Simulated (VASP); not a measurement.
# BAs (F-43m) in VASP: a series of runs, part 2 of 2

VASP 6.6.1. The steps go on from the part before.

**3. Single point, r2SCAN**

This run uses another cell than the first one, of 13.63 Å³/atom, 0.996 times its volume.

File POSCAR:

```
BAs
1.0
    0.0000000000      2.3885000000      2.3885000000
    2.3885000000      0.0000000000      2.3885000000
    2.3885000000      2.3885000000      0.0000000000
B As
1 1
Direct
    0.0000000000      0.0000000000      0.0000000000
    0.2500000000      0.2500000000      0.2500000000
```

File INCAR.step1:

```
PREC     = Accurate       # precision mode
ENCUT    = 520            # plane-wave cutoff, eV
ISMEAR   = 0              # smearing method
SIGMA    = 0.02           # smearing width, eV
LREAL    = False          # projectors in reciprocal space
LASPH    = True           # aspherical terms in the spheres
NELM     = 60             # most SCF steps
NBANDS   = 11             # bands
GGA      = PE             # functional
ALGO     = Normal         # electronic algorithm
EDIFF    = 1E-4           # SCF threshold, eV
LWAVE    = True           # write WAVECAR
LCHARG   = False          # write CHGCAR
```

File INCAR.step2:

```
PREC     = Accurate       # precision mode
ENCUT    = 520            # plane-wave cutoff, eV
EDIFF    = 1E-6           # SCF threshold, eV
ISMEAR   = 0              # smearing method
SIGMA    = 0.02           # smearing width, eV
LREAL    = False          # projectors in reciprocal space
LASPH    = True           # aspherical terms in the spheres
NELM     = 60             # most SCF steps
ALGO     = Normal         # electronic algorithm
ISIF     = 2              # what is computed and relaxed
LWAVE    = False          # write WAVECAR
LCHARG   = True           # write CHGCAR
METAGGA  = R2SCAN         # meta-GGA
LMIXTAU  = True         
LELF     = True           # ELF
LVHAR    = True         
NBANDS   = 11             # bands
ISTART   = 1
```

File KPOINTS:

```
regular mesh
0
Gamma
  10 10 10
```

Potentials or basis: VASP PAW PBE potentials, release 64 (B, As).

On the command line:

```
cat potpaw_PBE.64/B/POTCAR potpaw_PBE.64/As/POTCAR > POTCAR
cp INCAR.step1 INCAR
mpirun -np 1 vasp_std > vasp.out
cp INCAR.step2 INCAR
mpirun -np 1 vasp_std > vasp.out
```

OUTCAR:

```text
PREC = Accurate
   ENCUT = 520
   EDIFF = 1E-6
   ISMEAR = 0
   LREAL = False
   LASPH = True
   NELM = 60
   ISIF = 2
   METAGGA = R2SCAN
   ISTART = 1

 ion  position               nearest neighbor table
   1  0.000  0.000  0.000-   2 2.07   2 2.07   2 2.07   2 2.07
   2  0.250  0.250  0.250-   1 2.07   1 2.07   1 2.07   1 2.07

  LATTYP: Found a face centered cubic cell.
 ALAT       =     4.7770000000

  Lattice vectors:

 A1 = (   0.0000000000,   2.3885000000,   2.3885000000)
 A2 = (   2.3885000000,   0.0000000000,   2.3885000000)
 A3 = (   2.3885000000,   2.3885000000,   0.0000000000)

Analysis of symmetry for initial positions (statically):
=====================================================================
 Subroutine PRICEL returns:
 Original cell was already a primitive cell.

 Routine SETGRP: Setting up the symmetry group for a
 face centered cubic supercell.

 Subroutine GETGRP returns: Found 24 space group operations
 (whereof 24 operations were pure point group operations)
 out of a pool of 48 trial point group operations.

The static configuration has the point symmetry T_d .

Analysis of symmetry for dynamics (positions and initial velocities):
=====================================================================
 Subroutine PRICEL returns:
 Original cell was already a primitive cell.

 Routine SETGRP: Setting up the symmetry group for a
 face centered cubic supercell.

 Subroutine GETGRP returns: Found 24 space group operations
 (whereof 24 operations were pure point group operations)
 out of a pool of 48 trial point group operations.

The dynamic configuration has the point symmetry T_d .

 Subroutine INISYM returns: Found 24 space group operations
 (whereof 24 operations are pure point group operations),
 and found     1 'primitive' translations

----------------------------------------------------------------------------------------

                                     Primitive cell

  volume of cell :      27.2525

  direct lattice vectors                    reciprocal lattice vectors
     0.000000000  2.388500000  2.388500000    -0.209336404  0.209336404  0.209336404
     2.388500000  0.000000000  2.388500000     0.209336404 -0.209336404  0.209336404
     2.388500000  2.388500000  0.000000000     0.209336404  0.209336404 -0.209336404

  length of vectors
     3.377849094  3.377849094  3.377849094     0.362581287  0.362581287  0.362581287

  position of ions in fractional coordinates (direct lattice)
     0.000000000  0.000000000  0.000000000
     0.250000000  0.250000000  0.250000000

  ion indices of the primitive-cell ions
   primitive index   ion index
                 1           1
                 2           2

----------------------------------------------------------------------------------------

 KPOINTS: regular mesh

Automatic generation of k-mesh.
 Grid dimensions read from file:
 generate k-points for:   10   10   10

 Generating k-lattice:

  Cartesian coordinates                     Fractional coordinates (reciprocal lattice)
    -0.020933640  0.020933640  0.020933640     0.100000000  0.000000000  0.000000000
     0.020933640 -0.020933640  0.020933640     0.000000000  0.100000000  0.000000000
     0.020933640  0.020933640 -0.020933640     0.000000000  0.000000000  0.100000000

  Length of vectors
     0.036258129  0.036258129  0.036258129

  Shift w.r.t. Gamma in fractional coordinates (k-lattice)
     0.000000000  0.000000000  0.000000000

 Subroutine IBZKPT returns following result:
 ===========================================

 Found     47 irreducible k-points:

 Following reciprocal coordinates:
            Coordinates               Weight
  0.000000  0.000000  0.000000      1.000000
  0.100000  0.000000  0.000000      8.000000
  0.200000  0.000000  0.000000      8.000000
  0.300000  0.000000  0.000000      8.000000
  0.400000  0.000000  0.000000      8.000000
  0.500000  0.000000  0.000000      4.000000
[... 16 lines left out ...]
  0.300000  0.300000  0.000000      6.000000
  0.400000  0.300000  0.000000     24.000000
 [... further k-points ...]
   k-points           NKPTS =     47   k-points in BZ     NKDIM =     47   number of bands    NBANDS=     11
   number of dos      NEDOS =    301   number of ions     NIONS =      2
   total plane-waves  NPLWV =  21952
   dimension x,y,z NGX =    28 NGY =   28 NGZ =   28
   dimension x,y,z NGXF=    56 NGYF=   56 NGZF=   56
   ions per type =               1   1
   NGX,Y,Z   is equivalent  to a cutoff of  13.78, 13.78, 13.78 a.u.
   NGXF,Y,Z  is equivalent  to a cutoff of  27.56, 27.56, 27.56 a.u.
 SYSTEM =  unknown system
   PREC   = accura    normal or accurate (medium, high low for compatibility)
   ISTART =      1    job   : 0-new  1-cont  2-samecut
   ICHARG =      0    charge: 1-file 2-atom 10-const
   ISPIN  =      1    spin polarized calculation?
   LNONCOLLINEAR =      F non collinear calculations
   LSORBIT =      F    spin-orbit coupling
   LASPH  =      T    aspherical Exc in radial PAW
   ENCUT  =  520.0 eV  38.22 Ry    6.18 a.u.   6.28  6.28  6.28*2*pi/ulx,y,z
   NELM   =     60;   NELMIN=  2; NELMDL=  0     # of ELM steps
   EDIFF  = 0.1E-05   stopping-criterion for ELM
   LREAL  =      F    real-space projection
   EDIFFG = 0.1E-04   stopping-criterion for IOM
   NSW    =      0    number of steps for IOM
   IBRION =     -1    ionic relax: 0-MD 1-quasi-New 2-CG
   NFREE  =      0    steps in history (QN), initial steepest desc. (CG)
   ISIF   =      2    stress and relaxation
   ISYM   =      2    0-nonsym 1-usesym 2-fastsym
   POTIM  = 0.5000    time-step for ionic-motion
   TEBEG  =    0.0;   TEEND  =   0.0 temperature during run
   PSTRESS=    0.0 pullay stress
   NELECT =       8.0000    total number of electrons
   NUPDOWN=      -1.0000    fix difference up-down
   EMIN   =  10.00;   EMAX   =-10.00  energy-range for DOS
   EFERMI =   0.00;   METHOD = LEGACY
   ISMEAR =     0;   SIGMA  =   0.02  broadening in eV -4-tet -1-fermi 0-gaus
   EFERMI_NEDOS =   21; number of points for ismear=-14 and -15
   IALGO  =     38    algorithm
   IMIX   =      4    mixing-type and parameters
     AMIX     =   0.40;   BMIX     =  1.00
     AMIX_MAG =   1.60;   BMIX_MAG =  1.00
  volume/ion in A,a.u.               =      13.63        91.95
  Fermi-wavevector in a.u.,A,eV,Ry     =   1.088018  2.056057 16.106360  1.183784
  Thomas-Fermi vector in A             =   2.224191
   LORBIT       =      0    0 simple, 1 ext, 2 COOP (PROOUT), +10 PAW based schemes
   METAGGA = R2SCAN    functional components
   LHFCALC =     F    Hartree Fock is set to
   AEXX    =    0.0000 exact exchange contribution
   IVDW    =     0    specifies the selected vdW correction
   LEPSILON=     F    determine dielectric tensor
   LRPA    =     F    only Hartree local field effects (RPA)
 non-spin polarized calculation
 Gauss-broadening in eV      SIGMA  =   0.02
  energy-cutoff  :      520.00
  volume of cell :       27.25
 maximum number of plane-waves:       754
 NGX is ok and might be reduce to    28
   NGX = 13   NGY = 13   NGZ = 13

 number of electron       8.0000000 magnetization

 Free energy of the ion-electron system (eV)
  ---------------------------------------------------
  ext. energy  EPLUGINS =         0.00000000
  ---------------------------------------------------
  free energy    TOTEN  =       -22.25566546 eV

  energy without entropy =      -22.25566546  energy(sigma->0) =      -22.25566546

 E-fermi :   6.1293     XC(G=0): -11.1333

 val. band max:        6.0237521959   @ k =   0.0000   0.0000   0.0000
 cond. band min:       7.3939284292   @ k =   0.4000   0.4000   0.0000
 fundamental gap:      1.3701762333
 Fermi energy:         6.1293284848

 k-point     1 :       0.0000    0.0000    0.0000
  band No.  band energies     occupation
      1     -10.1346      2.00000
      2       6.0238      2.00000
      3       6.0238      2.00000
      4       6.0238      2.00000
      5       9.4692      0.00000
      6       9.4692      0.00000
      7       9.4692      0.00000
      8      11.1761      0.00000
      9      16.4026      0.00000
     10      19.4644      0.00000
     11      19.4644      0.00000
[... 309 lines left out ...]
 k-point    24 :       0.4000    0.3000    0.0000
  band No.  band energies     occupation
      1      -7.3468      2.00000
      2      -0.8065      2.00000
      3       1.8393      2.00000
      4       2.3384      2.00000
      5       7.9299      0.00000
      6       9.7341      0.00000
      7      15.4400      0.00000
      8      15.6690      0.00000
      9      18.9792      0.00000
     10      22.6077      0.00000
     11      22.7994      0.00000

 [... further k-points ...]
[... 5 lines left out ...]
  --------------------------------------------------------------------------------------
  -------------------------------------------------------------------------------------
  Total        0.1472609      0.1472609      0.1472609      0.0000000      0.0000000     -0.0000000
  in kB        8.6574974      8.6574974      8.6574974      0.0000000      0.0000000     -0.0000000
  external PRESSURE =       8.6574974 kB  Pullay stress =       0.0000000 kB

 VOLUME and BASIS-vectors are now :
 -----------------------------------------------------------------------------
  energy-cutoff  :      520.00
  volume of cell :       27.25
      direct lattice vectors                 reciprocal lattice vectors
     0.000000000  2.388500000  2.388500000    -0.209336404  0.209336404  0.209336404
     2.388500000  0.000000000  2.388500000     0.209336404 -0.209336404  0.209336404
     2.388500000  2.388500000  0.000000000     0.209336404  0.209336404 -0.209336404

 POSITION                                       TOTAL-FORCE (eV/Angst)
 -----------------------------------------------------------------------------------
      0.00000      0.00000      0.00000         0.000000     -0.000000     -0.000000
      1.19425      1.19425      1.19425        -0.000000      0.000000      0.000000
 -----------------------------------------------------------------------------------
    total drift:                               -0.000000     -0.000000     -0.000000

  FREE ENERGIE OF THE ION-ELECTRON SYSTEM (eV)
  ---------------------------------------------------
  free  energy   TOTEN  =       -22.2556654574 eV

  energy  without entropy=      -22.2556654574  energy(sigma->0) =      -22.25566546
```

It took 43 s on 1 thread of Intel Xeon Platinum 8488C (Sapphire Rapids), shared host; peak memory 0.17 GiB.

What came out:

```yaml
Free_energy: -22.2557 eV
Pressure: 0.9 GPa
Band_gap_on_the_k_mesh: 1.37 eV, indirect (least direct gap 3.45 eV)
```

Caveat: the PAW data sets were made with another functional, which shifts forces and pressure a little.
